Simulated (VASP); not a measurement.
# Ba16H (a cell with a defect) in VASP: further runs, part 2 of 4

VASP 6.6.1.

## (3) Single point, PBE

File INCAR:

```
  PREC = Accurate
  ENCUT = 520
  EDIFF = 1E-7
  ISMEAR = -1
  SIGMA = 0.15
  LREAL = Auto
  LASPH = True
  NELM = 60
  ALGO = Normal
  ISIF = 2
  LWAVE = False
  LCHARG = False
  GGA = PE
  NBANDS = 94
```

File KPOINTS:

```
Automatic mesh
0
Gamma
  1 1 1
```

File POSCAR:

```
Ba16H
1.0
   10.0400000000      0.0000000000      0.0000000000
    0.0000000000     10.0400000000      0.0000000000
    0.0000000000      0.0000000000     10.0400000000
Ba H
16 1
Direct
    0.0046314741     -0.0015039841     -0.0013147410
    0.4897609562      0.0273007968      0.0044820717
    0.0009661355      0.5165936255     -0.0071314741
    0.0136952191     -0.0042928287      0.4995019920
    0.2395318725      0.2648605578      0.2522310757
    0.5000597610      0.4933466135     -0.0008864542
    0.5081075697      0.0185159363      0.5034960159
    0.7571015936      0.2367828685      0.2220816733
    0.0015239044      0.5077888446      0.5163745020
    0.2600298805      0.7594920319      0.2627191235
    0.2397011952      0.2551095618      0.7450498008
    0.4884462151      0.5018027888      0.5147310757
    0.7550597610      0.7643227092      0.2234462151
    0.7617928287      0.2441334661      0.7751992032
    0.2537151394      0.7578386454      0.7626892430
    0.7619223108      0.7414641434      0.7338545817
    0.6170717131      0.2465836653      0.0003286853
```

Potentials or basis: VASP PAW PBE potentials, release 64 (Ba_sv, H).

Launch:

```
> cat potpaw_PBE.64/Ba_sv/POTCAR potpaw_PBE.64/H/POTCAR > POTCAR
> mpirun -np 1 vasp_gam > vasp.out
```

OUTCAR:

```text
PREC = Accurate
   ENCUT = 520
   EDIFF = 1E-7
   ISMEAR = -1
   LREAL = Auto
   LASPH = True
   NELM = 60
   ISIF = 2
   GGA = PE

 ion  position               nearest neighbor table
   1  0.005  0.998  0.999-  13 4.11   8 4.11  14 4.13  15 4.21  11 4.32   5 4.38  10 4.40  16 4.43

   2  0.490  0.027  0.004-  17 2.55   8 4.05  14 4.18   5 4.26  11 4.28  15 4.34  13 4.35  10 4.39
                             6 4.68
   3  0.001  0.517  0.993-  16 4.20  13 4.20  15 4.20  14 4.25  11 4.34   5 4.35   8 4.38  10 4.48
[... 13 lines left out ...]
  10  0.260  0.759  0.263-   4 4.17  12 4.28   7 4.34   2 4.39   1 4.40   9 4.43   6 4.47   3 4.48

  11  0.240  0.255  0.745-   9 4.17  12 4.21   4 4.24   2 4.28   1 4.32   7 4.33   3 4.34   6 4.37

  12  0.488  0.502  0.515-  11 4.21  16 4.26  10 4.28  15 4.28   5 4.34  14 4.59
  13  0.755  0.764  0.223-   1 4.11   3 4.20   2 4.35   6 4.36   4 4.45   7 4.54   9 4.63   8 4.74

  14  0.762  0.244  0.775-  17 2.69   1 4.13   2 4.18   3 4.25   6 4.27   7 4.37   9 4.42   8 4.49
                             4 4.50  12 4.59
  15  0.254  0.758  0.763-   3 4.20   1 4.21  12 4.28   4 4.30   6 4.34   2 4.34   9 4.34   7 4.49

  16  0.762  0.741  0.734-   9 4.01   3 4.20  12 4.26   4 4.29   7 4.42   1 4.43   6 4.50
  17  0.617  0.247  0.000-   2 2.55   8 2.63  14 2.69   6 2.74

  LATTYP: Found a simple cubic cell.
 ALAT       =    10.0400000000

  Lattice vectors:

 A1 = (  10.0400000000,   0.0000000000,   0.0000000000)
 A2 = (   0.0000000000,  10.0400000000,   0.0000000000)
 A3 = (   0.0000000000,   0.0000000000,  10.0400000000)

Analysis of symmetry for initial positions (statically):
=====================================================================
 Subroutine PRICEL returns:
 Original cell was already a primitive cell.

 Routine SETGRP: Setting up the symmetry group for a
 simple cubic supercell.

 Subroutine GETGRP returns: Found  1 space group operations
 (whereof  1 operations were pure point group operations)
 out of a pool of 48 trial point group operations.

The static configuration has the point symmetry C_1 .

Analysis of symmetry for dynamics (positions and initial velocities):
=====================================================================
 Subroutine PRICEL returns:
 Original cell was already a primitive cell.

 Routine SETGRP: Setting up the symmetry group for a
 simple cubic supercell.

 Subroutine GETGRP returns: Found  1 space group operations
 (whereof  1 operations were pure point group operations)
 out of a pool of 48 trial point group operations.

The dynamic configuration has the point symmetry C_1 .

 Subroutine INISYM returns: Found  1 space group operations
 (whereof  1 operations are pure point group operations),
 and found     1 'primitive' translations

----------------------------------------------------------------------------------------

                                     Primitive cell

  volume of cell :    1012.0481

  direct lattice vectors                    reciprocal lattice vectors
    10.040000000  0.000000000  0.000000000     0.099601594  0.000000000  0.000000000
     0.000000000 10.040000000  0.000000000     0.000000000  0.099601594  0.000000000
     0.000000000  0.000000000 10.040000000     0.000000000  0.000000000  0.099601594
[... 66 lines left out ...]

 Found      1 irreducible k-points:

 Following reciprocal coordinates:
            Coordinates               Weight
  0.000000  0.000000  0.000000      1.000000
   k-points           NKPTS =      1   k-points in BZ     NKDIM =      1   number of bands    NBANDS=     94
   number of dos      NEDOS =    301   number of ions     NIONS =     17
   total plane-waves  NPLWV = 512000
   dimension x,y,z NGX =    80 NGY =   80 NGZ =   80
   dimension x,y,z NGXF=   160 NGYF=  160 NGZF=  160
   ions per type =              16   1
   NGX,Y,Z   is equivalent  to a cutoff of  13.25, 13.25, 13.25 a.u.
   NGXF,Y,Z  is equivalent  to a cutoff of  26.49, 26.49, 26.49 a.u.
 SYSTEM =  unknown system
   PREC   = accura    normal or accurate (medium, high low for compatibility)
   ISTART =      0    job   : 0-new  1-cont  2-samecut
   ICHARG =      2    charge: 1-file 2-atom 10-const
   ISPIN  =      1    spin polarized calculation?
   LNONCOLLINEAR =      F non collinear calculations
   LSORBIT =      F    spin-orbit coupling
   LASPH  =      T    aspherical Exc in radial PAW
   ENCUT  =  520.0 eV  38.22 Ry    6.18 a.u.  18.67 18.67 18.67*2*pi/ulx,y,z
   NELM   =     60;   NELMIN=  2; NELMDL= -5     # of ELM steps
   EDIFF  = 0.1E-06   stopping-criterion for ELM
   LREAL  =      T    real-space projection
   EDIFFG = 0.1E-05   stopping-criterion for IOM
   NSW    =      0    number of steps for IOM
   IBRION =     -1    ionic relax: 0-MD 1-quasi-New 2-CG
   NFREE  =      0    steps in history (QN), initial steepest desc. (CG)
   ISIF   =      2    stress and relaxation
   ISYM   =      2    0-nonsym 1-usesym 2-fastsym
   POTIM  = 0.5000    time-step for ionic-motion
   TEBEG  =    0.0;   TEEND  =   0.0 temperature during run
   PSTRESS=    0.0 pullay stress
   NELECT =     161.0000    total number of electrons
   NUPDOWN=      -1.0000    fix difference up-down
   EMIN   =  10.00;   EMAX   =-10.00  energy-range for DOS
   EFERMI =   0.00;   METHOD = LEGACY
   ISMEAR =    -1;   SIGMA  =   0.15  broadening in eV -4-tet -1-fermi 0-gaus
   EFERMI_NEDOS =   21; number of points for ismear=-14 and -15
   IALGO  =     38    algorithm
   IMIX   =      4    mixing-type and parameters
     AMIX     =   0.40;   BMIX     =  1.00
     AMIX_MAG =   1.60;   BMIX_MAG =  1.00
  volume/ion in A,a.u.               =      59.53       401.74
  Fermi-wavevector in a.u.,A,eV,Ry     =   0.887053  1.676288 10.705930  0.786864
  Thomas-Fermi vector in A             =   2.008301
   LORBIT       =      0    0 simple, 1 ext, 2 COOP (PROOUT), +10 PAW based schemes
   GGA     = PE    functional components
   LHFCALC =     F    Hartree Fock is set to
   AEXX    =    0.0000 exact exchange contribution
   IVDW    =     0    specifies the selected vdW correction
   LEPSILON=     F    determine dielectric tensor
   LRPA    =     F    only Hartree local field effects (RPA)
 non-spin polarized calculation
  energy-cutoff  :      520.00
  volume of cell :     1012.05
 maximum number of plane-waves:     13601
 NGX is ok and might be reduce to    80
   NGX = 37   NGY = 37   NGZ = 37

 number of electron     160.9999998 magnetization

 Free energy of the ion-electron system (eV)
  ---------------------------------------------------
  ext. energy  EPLUGINS =         0.00000000
  ---------------------------------------------------
  free energy    TOTEN  =       -38.56766903 eV

  energy without entropy =      -37.63213329  energy(sigma->0) =      -38.09990116

 E-fermi :   1.7587     XC(G=0):  -7.4011

 val. band max:        1.4735520016   @ k =   0.0000   0.0000   0.0000
 cond. band min:       2.0578665021   @ k =   0.0000   0.0000   0.0000
 fundamental gap:      0.5843145005
 Fermi energy:         1.7587473316

 k-point     1 :       0.0000    0.0000    0.0000
  band No.  band energies     occupation
      1     -27.2970      2.00000
      2     -27.2866      2.00000
      3     -27.2787      2.00000
      4     -27.2707      2.00000
      5     -27.2575      2.00000
      6     -27.2477      2.00000
[... 84 lines left out ...]
     91       2.3440      0.03962
     92       2.3571      0.03636
 [bands above 92 left out]

------------------------ aborting loop because EDIFF is reached ----------------------------------------

  FORCE on cell =-STRESS in cart. coord.  units (eV):
  Direction    XX          YY          ZZ          XY          YZ          ZX
  --------------------------------------------------------------------------------------
  -------------------------------------------------------------------------------------
  Total       -3.9883942     -5.3984944     -5.9963664      0.0000220      0.1161293     -0.1879317
  in kB       -6.3140427     -8.5463780     -9.4928716      0.0000349      0.1838447     -0.2975154
  external PRESSURE =      -8.1177641 kB  Pullay stress =       0.0000000 kB

 VOLUME and BASIS-vectors are now :
 -----------------------------------------------------------------------------
  energy-cutoff  :      520.00
  volume of cell :     1012.05
      direct lattice vectors                 reciprocal lattice vectors
    10.040000000  0.000000000  0.000000000     0.099601594  0.000000000  0.000000000
     0.000000000 10.040000000  0.000000000     0.000000000  0.099601594  0.000000000
     0.000000000  0.000000000 10.040000000     0.000000000  0.000000000  0.099601594

 POSITION                                       TOTAL-FORCE (eV/Angst)
 -----------------------------------------------------------------------------------
      0.04650     10.02490     10.02680         0.290791     -0.044701     -0.064706
      4.91720      0.27410      0.04500         0.031794     -0.173001     -0.173719
      0.00970      5.18660      9.96840         0.226065     -0.129679      0.149197
      0.13750      9.99690      5.01500        -0.159031      0.117130      0.025199
      2.40490      2.65920      2.53240        -0.056488     -0.078759      0.073605
      5.02060      4.95320     10.03110         0.016127     -0.164805     -0.031791
[... 9 lines left out ...]
      7.64970      7.44430      7.36790        -0.269946      0.361755      0.356410
      6.19540      2.47570      0.00330         0.105417      0.192958     -0.016993
 -----------------------------------------------------------------------------------
    total drift:                               -0.000307      0.004723      0.000696

  FREE ENERGIE OF THE ION-ELECTRON SYSTEM (eV)
  ---------------------------------------------------
  free  energy   TOTEN  =       -38.5676690343 eV

  energy  without entropy=      -37.6321332911  energy(sigma->0) =      -38.09990116
```

Run time: 5.6 min. Hardware: 1 thread of Intel Xeon Platinum 8559C (Emerald Rapids), shared host; peak memory 0.92 GiB.

What came out:

```
Free energy   : -38.5677 eV
Pressure      : -0.8 GPa
Largest force : 0.575 eV/Å
```

Forces on the atoms (eV/Å):
```
Ba   0.291 -0.045 -0.065
Ba   0.032 -0.173 -0.174
Ba   0.226 -0.130  0.149
Ba  -0.159  0.117  0.025
Ba  -0.056 -0.079  0.074
Ba   0.016 -0.165 -0.032
Ba  -0.062 -0.146 -0.010
Ba  -0.026  0.347  0.217
Ba   0.041 -0.050 -0.388
Ba  -0.139 -0.085 -0.182
Ba  -0.026 -0.034  0.177
Ba   0.343 -0.044 -0.223
Ba  -0.136 -0.184  0.449
Ba  -0.189  0.090 -0.142
Ba   0.010  0.025 -0.217
Ba  -0.270  0.362  0.356
H    0.105  0.193 -0.017
```

Stress tensor (GPa, compression positive):
```
-0.63  0.00 -0.03
 0.00 -0.85  0.02
-0.03  0.02 -0.95
```

Levels at points of the mesh, in eV from the Fermi level:
| k point | band 78 | band 79 | band 80 | band 81 | band 82 | band 83 |
| --- | --- | --- | --- | --- | --- | --- |
| (0.00, 0.00, 0.00) | -0.72 | -0.65 | -0.29 | 0.30 | 0.32 | 0.37 |

Caveat: the k points lie up to 0.63 Å⁻¹ apart; spin-orbit coupling is left out, which moves the levels of the heavy elements.

[end of part 2 of 4]
